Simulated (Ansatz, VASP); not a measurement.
# HfO2 in VASP and in Ansatz

```
CELL_PARAMETERS angstrom
0.00000 2.68538 2.55750
2.42963 0.00000 2.55750
2.42963 2.68538 0.00000
ATOMIC_POSITIONS crystal
Hf 0.00000 0.00000 0.00000
O 0.25000 0.25000 0.25000
O 0.75000 0.75000 0.75000
```

Change from the starting cell: strain -0.0500 x Voigt [1, -1, 0, 0, 0, 0], atoms carried along.

Alike in both runs: task single point; functional PBEsol; k mesh 8 × 8 × 8; occupations gaussian, width 0.05 eV; no spin polarisation.

```csv
,VASP,Ansatz
version,VASP 6.6.1,Ansatz 0.2.0
potentials or method,"VASP PAW PBE potentials, release 64 (Hf_pv, O), cutoff 520 eV","scalar-relativistic, plane waves, PAW"
valence electrons in the cell,22,38
```

|  | VASP | Ansatz | Ansatz less VASP |
| --- | --- | --- | --- |
| gap on the k mesh at the Fermi level (eV) | 2.43 | 2.44 | +0.009 |
| least direct gap on the mesh (eV) | 2.82 | 2.82 | +0.003 |
| pressure (GPa) | -12.6 | -9.3 | +3.34 |
| traceless stress, the component that is largest in VASP (GPa) | 22.89 | 22.51 | -0.383 |

VASP's potentials were made for PBE, not for PBEsol. VASP's potentials hold 22 valence electrons a cell and Ansatz's 38, so a difference there can come from the potentials and not from the codes.

Spin-orbit coupling is off throughout.
